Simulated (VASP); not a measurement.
## BaTiO3: single point with PBEsol

BaTiO3, a slab with vacuum:

```
Ba O Ti
1.0
     3.95574    0.00000    0.00000
     0.00000    3.95574    0.00000
     0.00000    0.00000   25.18510
Ba O Ti
3 9 3
Direct
  0.00000 0.00000 0.30678
  0.00000 0.00000 0.46261
  0.00000 0.00000 0.62312
  0.50000 0.50000 0.30418
  0.50000 0.00000 0.38038
  0.00000 0.50000 0.38038
  0.50000 0.50000 0.46115
  0.50000 0.00000 0.53950
  0.00000 0.50000 0.53950
  0.50000 0.50000 0.61930
  0.50000 0.00000 0.69743
  0.00000 0.50000 0.69743
  0.50000 0.50000 0.37940
  0.50000 0.50000 0.53859
  0.50000 0.50000 0.69306
```

```yaml
Program: VASP 6.6.1
Task: single point
Functional: PBEsol
Potentials_or_basis: VASP PAW PBE potentials, release 64 (Ba_sv, O, Ti_sv)
Cutoff: 520 eV
k_mesh: 7 × 7 × 1
Occupations: gaussian, width 0.05 eV
Spin: no spin polarisation
Dipole_correction: yes
Further_INCAR_settings: ALGO = Normal; EDIFF = 1e-06; NBANDS = 73; NELMDL = -8
```

```yaml
Largest_force: 0.243 eV/Å
Band_gap_on_the_k_mesh: 0.46 eV (least direct gap 1.04 eV)
```

Forces in eV/Å, atoms in the order of the input:
```
Ba   0.000  0.000 -0.243
Ba   0.000  0.000 -0.043
Ba   0.000  0.000 -0.084
O    0.000  0.000 -0.077
O    0.000  0.000  0.046
O    0.000  0.000  0.046
O    0.000  0.000 -0.027
O    0.000  0.000  0.033
O    0.000  0.000  0.033
O    0.000  0.000 -0.056
O    0.000  0.000  0.093
O    0.000  0.000  0.093
Ti   0.000  0.000  0.058
Ti   0.000  0.000  0.011
Ti   0.000  0.000  0.117
```

Levels at points of the mesh, in eV from the valence-band top:
```
           k point  band 57  band 58  band 59  band 60  band 61  band 62  band 63  band 64
(0.00, 0.00, 0.00)    -1.40    -1.40    -0.59    -0.59     0.46     0.84     1.05     1.05
```

Wall time 16 min on 1 thread of Oxide Virtual Turin-like Processor, on a shared host, peak memory 0.53 GiB.

Caveat: the PAW data sets were made with another functional, which shifts forces and pressure a little; spin-orbit coupling is left out, which moves the levels of the heavy elements.
